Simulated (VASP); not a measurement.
Runs of VASP 6.6.1 on Zr. The structure is that of space group Fm-3m (No. 225), or close to it. The cells are those of the table. 

| level | cell | k mesh | cutoff (eV) | gap on the mesh (eV) | pressure (GPa) |
| --- | --- | --- | --- | --- | --- |
| PBE | a = 3.162 Å, angles 60.0°, 1 atom | 16 × 16 × 16 | 520 | none | (b) |
| PBE | a = 3.138 Å, angles 60.0°, 1 atom | 16 × 16 × 16 | 520 | none | (a) |
| PBE | a = 3.189 Å, angles 60.0°, 1 atom | 8 × 8 × 8 | 500 | none | 0.7 |
| r2SCAN | a = 3.147 Å, angles 60.0°, 1 atom | 16 × 16 × 16 | 520 | none | 5.6 |
| PBE | a = 3.096 Å, angles 60.0°, 1 atom | 16 × 16 × 16 | 520 | none | 10.6 |

Alike in all rows: task single point; potentials or basis VASP PAW PBE potentials, release 64 (Zr_sv); no spin polarisation; smearing gaussian 0.1 eV.

Q: Estimate the missing entries.

A: (a) 6.0; (b) 3.5.

Caveats: the PAW data sets were made with another functional, which shifts forces and pressure a little (some runs).

A k mesh can miss the band edges, and the runs leave out spin-orbit coupling on Zr.

A gap of «none» marks levels without a gap at the run's occupations.
